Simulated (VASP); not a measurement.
# MoS2 (P6_3/mmc) in VASP: a series of runs

Runs on MoS2. Level: LDA+U. Tasks: single point.

Program: VASP 6.6.1. These are calculated values, not measurements. Logs are shortened: lines on timing, memory, paths and dates and some standing lists are left out, and cuts for length are marked.

### 1 The cell of the first run

Symmetry: P6_3/mmc, No. 194, hexagonal system. The conventional cell has a = 3.161 Å, b = 3.161 Å, c = 12.295 Å, α = 90.00°, β = 90.00°, γ = 120.00°. Within 3.2 Å of Mo (site symmetry -6m2) lie 6 S at 2.37 Å and 6 Mo at 3.16 Å. Within 3.2 Å of S (site symmetry 3m) lie 3 Mo at 2.37 Å and 7 S at 3.01 to 3.16 Å.

### 2 Single point, LDA+U, collinear spin

File INCAR:

```
PREC = Accurate ; ENCUT = 520
EDIFF = 1E-7 ; ISMEAR = 0
SIGMA = 0.05 ; LREAL = False
LASPH = True ; NELM = 150
ALGO = Normal ; ISIF = 2
LWAVE = False ; LCHARG = True
ISPIN = 2 ; MAGMOM = 2 2 0 0 0 0
LORBIT = 11 ; LMAXMIX = 4
LDAU = True ; LDAUTYPE = 2
LDAUL = 2 -1 ; LDAUU = 1 0
LDAUJ = 0 0 ; LDAUPRINT = 1
LELF = True ; LVHAR = True
NBANDS = 39
```

File KPOINTS:

```
regular mesh
0
Gamma
  7 7 2
```

File POSCAR:

```
MoS2
1.0
    3.1610015200      0.0000000000      0.0000000000
   -1.5805007600      2.7375076200      0.0000000000
    0.0000000000      0.0000000000     12.2949997000
Mo S
2 4
Direct
    0.3333333333      0.6666666667      0.2500000000
    0.6666666667      0.3333333333      0.7500000000
    0.3333333333      0.6666666667      0.6275000000
    0.6666666667      0.3333333333      0.1275000000
    0.3333333333      0.6666666667      0.8725000000
    0.6666666667      0.3333333333      0.3725000000
```

Potentials or basis: VASP PAW LDA potentials, release 64 (Mo_sv, S).

Launch:

```bash
$ cat potpaw_LDA.64/Mo_sv/POTCAR potpaw_LDA.64/S/POTCAR > POTCAR
$ mpirun -np 1 vasp_std > vasp.out
```

OUTCAR:

```text
PREC = Accurate
   ENCUT = 520
   EDIFF = 1E-7
   ISMEAR = 0
   LREAL = False
   LASPH = True
   NELM = 150
   ISIF = 2
   ISPIN = 2
   LORBIT = 11

 ion  position               nearest neighbor table
   1  0.333  0.667  0.250-   4 2.37   6 2.37   4 2.37   6 2.37   4 2.37   6 2.37
   2  0.667  0.333  0.750-   3 2.37   5 2.37   3 2.37   5 2.37   3 2.37   5 2.37
   3  0.333  0.667  0.627-   2 2.37   2 2.37   2 2.37
   4  0.667  0.333  0.127-   1 2.37   1 2.37   1 2.37
   5  0.333  0.667  0.873-   2 2.37   2 2.37   2 2.37
   6  0.667  0.333  0.373-   1 2.37   1 2.37   1 2.37

  LATTYP: Found a hexagonal cell.
 ALAT       =     3.1610015200
 C/A-ratio  =     3.8895899360

  Lattice vectors:

 A1 = (   3.1610015200,   0.0000000000,   0.0000000000)
 A2 = (  -1.5805007600,   2.7375076200,   0.0000000000)
 A3 = (   0.0000000000,   0.0000000000,  12.2949997000)

Analysis of symmetry for initial positions (statically):
=====================================================================
 Subroutine PRICEL returns:
 Original cell was already a primitive cell.

 Routine SETGRP: Setting up the symmetry group for a
 hexagonal supercell.

 Subroutine GETGRP returns: Found 24 space group operations
 (whereof 12 operations were pure point group operations)
 out of a pool of 24 trial point group operations.

The static configuration has the point symmetry D_3d.
 The point group associated with its full space group is D_6h.

Analysis of symmetry for dynamics (positions and initial velocities):
=====================================================================
 Subroutine PRICEL returns:
 Original cell was already a primitive cell.

 Routine SETGRP: Setting up the symmetry group for a
 hexagonal supercell.

 Subroutine GETGRP returns: Found 24 space group operations
 (whereof 12 operations were pure point group operations)
 out of a pool of 24 trial point group operations.

The dynamic configuration has the point symmetry D_3d.
 The point group associated with its full space group is D_6h.

Analysis of structural, dynamic, and magnetic symmetry:
=====================================================================
 Subroutine PRICEL returns:
 Original cell was already a primitive cell.

 Routine SETGRP: Setting up the symmetry group for a
 hexagonal supercell.

 Subroutine GETGRP returns: Found 24 space group operations
 (whereof 12 operations were pure point group operations)
 out of a pool of 24 trial point group operations.

The overall configuration has the point symmetry D_3d.
 The point group associated with its full space group is D_6h.

 Subroutine INISYM returns: Found 24 space group operations
 (whereof 12 operations are pure point group operations),
 and found     1 'primitive' translations

----------------------------------------------------------------------------------------

                                     Primitive cell

  volume of cell :     106.3919

  direct lattice vectors                    reciprocal lattice vectors
     3.161001520  0.000000000  0.000000000     0.316355432  0.182647893  0.000000000
    -1.580500760  2.737507620  0.000000000     0.000000000  0.365295787  0.000000000
     0.000000000  0.000000000 12.294999700     0.000000000  0.000000000  0.081333878

  length of vectors
     3.161001520  3.161001522 12.294999700     0.365295787  0.365295787  0.081333878

  position of ions in fractional coordinates (direct lattice)
     0.333333333  0.666666667  0.250000000
     0.666666667  0.333333333  0.750000000
     0.333333333  0.666666667  0.627500000
[... 145 lines left out ...]
  o =  0.4067  v =  1.0000  0.0000  0.0000  0.0000  0.0000  0.0000  0.0000  0.0000  0.0000  0.0000      0.0000  0.0000  0.0000  0.0000  0.0000  0.0000  0.0000  0.0000  0.0000  0.0000
  o =  0.4067  v =  0.0000  0.0000  0.0000  0.0000  0.0000  0.0000  0.0000 -0.0000 -0.0000  1.0000      0.0000  0.0000  0.0000  0.0000  0.0000  0.0000  0.0000  0.0000  0.0000  0.0000
  o =  0.4067  v =  0.0000  0.0000  0.0000  0.0000  0.0000  1.0000  0.0000  0.0000  0.0000  0.0000      0.0000  0.0000  0.0000  0.0000  0.0000  0.0000  0.0000  0.0000  0.0000  0.0000
  o =  0.4295  v =  0.0000 -0.0000 -1.0000  0.0000 -0.0000  0.0000  0.0000  0.0000  0.0000  0.0000      0.0000  0.0000  0.0000  0.0000  0.0000  0.0000  0.0000  0.0000  0.0000  0.0000
  o =  0.4295  v =  0.0000  0.0000  0.0000  0.0000  0.0000  0.0000 -0.0000  1.0000 -0.0000  0.0000      0.0000  0.0000  0.0000  0.0000  0.0000  0.0000  0.0000  0.0000  0.0000  0.0000

atom =   2  type =  1  l = 2

 onsite density matrix

spin component  1

  0.4067 -0.0000  0.0000  0.0000 -0.0000
 -0.0000  0.4013  0.0000 -0.0000  0.0000
  0.0000  0.0000  0.4295  0.0000  0.0000
  0.0000 -0.0000  0.0000  0.4013 -0.0000
 -0.0000  0.0000  0.0000 -0.0000  0.4067

spin component  2

  0.4067  0.0000  0.0000 -0.0000 -0.0000
  0.0000  0.4013  0.0000 -0.0000 -0.0000
  0.0000  0.0000  0.4295  0.0000  0.0000
 -0.0000 -0.0000  0.0000  0.4013  0.0000
 -0.0000 -0.0000  0.0000  0.0000  0.4067

 occupancies and eigenvectors

  o =  0.4013  v =  0.0000  0.0000  0.0000 -1.0000 -0.0000  0.0000  0.0000  0.0000  0.0000  0.0000      0.0000  0.0000  0.0000  0.0000  0.0000  0.0000  0.0000  0.0000  0.0000  0.0000
  o =  0.4013  v =  0.0000 -1.0000  0.0000 -0.0000 -0.0000  0.0000  0.0000  0.0000  0.0000  0.0000      0.0000  0.0000  0.0000  0.0000  0.0000  0.0000  0.0000  0.0000  0.0000  0.0000
  o =  0.4013  v =  0.0000  0.0000  0.0000  0.0000  0.0000  0.0000  0.0000 -0.0000  1.0000 -0.0000      0.0000  0.0000  0.0000  0.0000  0.0000  0.0000  0.0000  0.0000  0.0000  0.0000
  o =  0.4013  v =  0.0000  0.0000  0.0000  0.0000  0.0000  0.0000  1.0000 -0.0000 -0.0000  0.0000      0.0000  0.0000  0.0000  0.0000  0.0000  0.0000  0.0000  0.0000  0.0000  0.0000
  o =  0.4067  v =  1.0000  0.0000  0.0000  0.0000  0.0000  0.0000  0.0000  0.0000  0.0000  0.0000      0.0000  0.0000  0.0000  0.0000  0.0000  0.0000  0.0000  0.0000  0.0000  0.0000
  o =  0.4067  v =  0.0000 -0.0000 -0.0000 -0.0000  1.0000  0.0000  0.0000  0.0000  0.0000  0.0000      0.0000  0.0000  0.0000  0.0000  0.0000  0.0000  0.0000  0.0000  0.0000  0.0000
  o =  0.4067  v =  0.0000  0.0000  0.0000  0.0000  0.0000  1.0000  0.0000  0.0000  0.0000  0.0000      0.0000  0.0000  0.0000  0.0000  0.0000  0.0000  0.0000  0.0000  0.0000  0.0000
  o =  0.4067  v =  0.0000  0.0000  0.0000  0.0000  0.0000  0.0000 -0.0000 -0.0000 -0.0000  1.0000      0.0000  0.0000  0.0000  0.0000  0.0000  0.0000  0.0000  0.0000  0.0000  0.0000
  o =  0.4295  v =  0.0000 -0.0000 -1.0000  0.0000 -0.0000  0.0000  0.0000  0.0000  0.0000  0.0000      0.0000  0.0000  0.0000  0.0000  0.0000  0.0000  0.0000  0.0000  0.0000  0.0000
  o =  0.4295  v =  0.0000  0.0000  0.0000  0.0000  0.0000  0.0000  0.0000  1.0000 -0.0000  0.0000      0.0000  0.0000  0.0000  0.0000  0.0000  0.0000  0.0000  0.0000  0.0000  0.0000

 number of electron      51.9999998 magnetization       0.0006027

 Free energy of the ion-electron system (eV)
  ---------------------------------------------------
  ext. energy  EPLUGINS =         0.00000000
  ---------------------------------------------------
  free energy    TOTEN  =       -46.45225174 eV

  energy without entropy =      -46.45225174  energy(sigma->0) =      -46.45225174

 E-fermi :   7.9855     XC(G=0): -11.0901

 val. band max:        7.6223976309   @ k =   0.0000   0.0000   0.0000
 cond. band min:       8.5800149036   @ k =   0.2857   0.2857   0.0000
 fundamental gap:      0.9576172726
 Fermi energy:         7.9855450261

 spin component 1

 k-point     1 :       0.0000    0.0000    0.0000
  band No.  band energies     occupation
      1     -53.7739      1.00000
      2     -53.7739      1.00000
      3     -28.1434      1.00000
      4     -28.1433      1.00000
      5     -27.9188      1.00000
      6     -27.9188      1.00000
[... 645 lines left out ...]
     37      15.1192      0.00000
     38      15.1192      0.00000
 Fermi energy:         7.9855450261

 spin component 2

 k-point     1 :       0.0000    0.0000    0.0000
  band No.  band energies     occupation
      1     -53.7739      1.00000
      2     -53.7739      1.00000
      3     -28.1433      1.00000
      4     -28.1432      1.00000
      5     -27.9188      1.00000
      6     -27.9188      1.00000
[... 645 lines left out ...]
     37      15.1193      0.00000
     38      15.1193      0.00000
 [bands above 38 left out]

------------------------ aborting loop because EDIFF is reached ----------------------------------------

  FORCE on cell =-STRESS in cart. coord.  units (eV):
  Direction    XX          YY          ZZ          XY          YZ          ZX
  --------------------------------------------------------------------------------------
  -------------------------------------------------------------------------------------
  Total       -0.3730750     -0.3730750      4.1925035      0.0000000      0.0000000      0.0000000
  in kB       -5.6182129     -5.6182129     63.1357651      0.0000000      0.0000000      0.0000000
  external PRESSURE =      17.2997798 kB  Pullay stress =       0.0000000 kB

 VOLUME and BASIS-vectors are now :
 -----------------------------------------------------------------------------
  energy-cutoff  :      520.00
  volume of cell :      106.39
      direct lattice vectors                 reciprocal lattice vectors
     3.161001520  0.000000000  0.000000000     0.316355432  0.182647893  0.000000000
    -1.580500760  2.737507620  0.000000000     0.000000000  0.365295787  0.000000000
     0.000000000  0.000000000 12.294999700     0.000000000  0.000000000  0.081333878

 POSITION                                       TOTAL-FORCE (eV/Angst)
 -----------------------------------------------------------------------------------
     -0.00000      1.82501      3.07375         0.000000      0.000000      0.000000
      1.58050      0.91250      9.22125        -0.000000     -0.000000      0.000000
     -0.00000      1.82501      7.71511         0.000000     -0.000000     -0.825519
      1.58050      0.91250      1.56761        -0.000000      0.000000     -0.825519
     -0.00000      1.82501     10.72739         0.000000     -0.000000      0.825519
      1.58050      0.91250      4.57989        -0.000000      0.000000      0.825519
 -----------------------------------------------------------------------------------
    total drift:                               -0.000000      0.000000     -0.000000

  FREE ENERGIE OF THE ION-ELECTRON SYSTEM (eV)
  ---------------------------------------------------
  free  energy   TOTEN  =       -46.4522517400 eV

  energy  without entropy=      -46.4522517400  energy(sigma->0) =      -46.45225174

 total charge

# of ion       s       p       d       tot
------------------------------------------
    1        2.311   6.242   4.031  12.584
    2        2.311   6.242   4.031  12.584
    3        1.361   2.355   0.000   3.716
    4        1.361   2.355   0.000   3.716
    5        1.361   2.355   0.000   3.716
    6        1.361   2.355   0.000   3.716
--------------------------------------------------
tot         10.066  21.906   8.062  40.033

 magnetization (x)

# of ion       s       p       d       tot
------------------------------------------
    1        0.000   0.000  -0.000  -0.000
    2        0.000   0.000  -0.000  -0.000
    3       -0.000  -0.000   0.000  -0.000
    4       -0.000  -0.000   0.000  -0.000
    5       -0.000  -0.000   0.000  -0.000
    6       -0.000  -0.000   0.000  -0.000
--------------------------------------------------
tot         -0.000  -0.000  -0.000  -0.000
```

Wall time 2.9 min (1 thread of Intel Xeon 8259CL, shared host); peak memory 0.26 GiB.

Results:

- Free energy: -46.4523 eV
- Pressure: 1.7 GPa
- Largest force: 0.826 eV/Å
- Band gap on the k mesh: 0.96 eV (least direct gap 1.97 eV)
- Net moment: 0.00 μB per cell
- Valence electrons inside the program's atomic spheres: Mo 12.58; S 3.72

Forces on the atoms (eV/Å):
```
Mo   0.000  0.000  0.000
Mo   0.000  0.000  0.000
S    0.000  0.000 -0.826
S    0.000  0.000 -0.826
S    0.000  0.000  0.826
S    0.000  0.000  0.826
```

Stress tensor (GPa, compression positive):
```
-0.56  0.00  0.00
 0.00 -0.56  0.00
 0.00  0.00  6.31
```

Eigenvalues of the final occupation matrices:
```
    site  spin  trace               eigenvalues
site 1 d     1   2.05  0.40 0.40 0.41 0.41 0.43
site 1 d     2   2.05  0.40 0.40 0.41 0.41 0.43
site 2 d     1   2.05  0.40 0.40 0.41 0.41 0.43
site 2 d     2   2.05  0.40 0.40 0.41 0.41 0.43
```

Caveat: the stress differs along the axes, from -1 to 6 GPa. A k mesh can miss the band edges.

### 3 Single point, LDA+U, collinear spin, zero start

File INCAR:

```
SYSTEM = MoS2
  PREC = Accurate
  ENCUT = 520
  EDIFF = 1E-7
  ISMEAR = 0
  SIGMA = 0.05
  LREAL = .False.
  LASPH = .True.
  NELM = 150
  ALGO = Normal
  ISIF = 2
  LWAVE = .False.
  LCHARG = .True.
  ISPIN = 2
  MAGMOM = 0 0 0 0 0 0
  LORBIT = 11
  LMAXMIX = 4
  LDAU = .True.
  LDAUTYPE = 2
  LDAUL = 2 -1
  LDAUU = 1 0
  LDAUJ = 0 0
  LDAUPRINT = 1
  LELF = .True.
  LVHAR = .True.
  NBANDS = 39
```

File KPOINTS:

```
Automatic mesh
0
Gamma
  7 7 2
  0 0 0
```

POSCAR is that of step 2.

Potentials or basis: VASP PAW LDA potentials, release 64 (Mo_sv, S).

Launch:

```bash
$ cat potpaw_LDA.64/Mo_sv/POTCAR potpaw_LDA.64/S/POTCAR > POTCAR
$ mpirun -np 1 vasp_std > vasp.out
```

It took 2.5 min on 1 thread of Intel Xeon 8259CL, shared host; peak memory 0.26 GiB.

It converged, with:

```yaml
Free_energy: -46.4523 eV
Pressure: 1.7 GPa
Largest_force: 0.825 eV/Å
Band_gap_on_the_k_mesh: 0.96 eV (least direct gap 1.97 eV)
Net_moment: 0.00 μB per cell
Valence_electrons_inside_the_program's_atomic_spheres: Mo 12.58; S 3.72
```

Forces on the atoms (eV/Å):
```
Mo   0.000  0.000  0.000
Mo   0.000  0.000  0.000
S    0.000  0.000 -0.825
S    0.000  0.000 -0.825
S    0.000  0.000  0.825
S    0.000  0.000  0.825
```

Stress tensor (GPa, compression positive):
```
-0.57  0.00  0.00
 0.00 -0.57  0.00
 0.00  0.00  6.30
```

Levels at points of the mesh, in eV from the valence-band top:
Spin up:
```tsv
k point	band 23	band 24	band 25	band 26	band 27	band 28	band 29	band 30
(0.00, 0.00, 0.00)	-2.56	-1.31	-1.19	0.00	1.97	1.97	1.99	1.99
(0.00, 0.00, 0.50)	-2.57	-2.57	-0.29	-0.29	1.98	1.98	1.98	1.98
```
Spin down:
| k point | band 24 | band 25 | band 26 | band 27 | band 28 | band 29 |
| --- | --- | --- | --- | --- | --- | --- |
| (0.00, 0.00, 0.00) | -1.31 | -1.19 | 0.00 | 1.97 | 1.97 | 1.99 |
| (0.00, 0.00, 0.50) | -2.57 | -0.29 | -0.29 | 1.98 | 1.98 | 1.98 |

Eigenvalues of the final occupation matrices:
```tsv
site	spin	trace	eigenvalues
site 1 d	1	2.05	0.40 0.40 0.41 0.41 0.43
site 1 d	2	2.05	0.40 0.40 0.41 0.41 0.43
site 2 d	1	2.05	0.40 0.40 0.41 0.41 0.43
site 2 d	2	2.05	0.40 0.40 0.41 0.41 0.43
```

Caveat: the stress differs along the axes, from -1 to 6 GPa. A k mesh can miss the band edges.
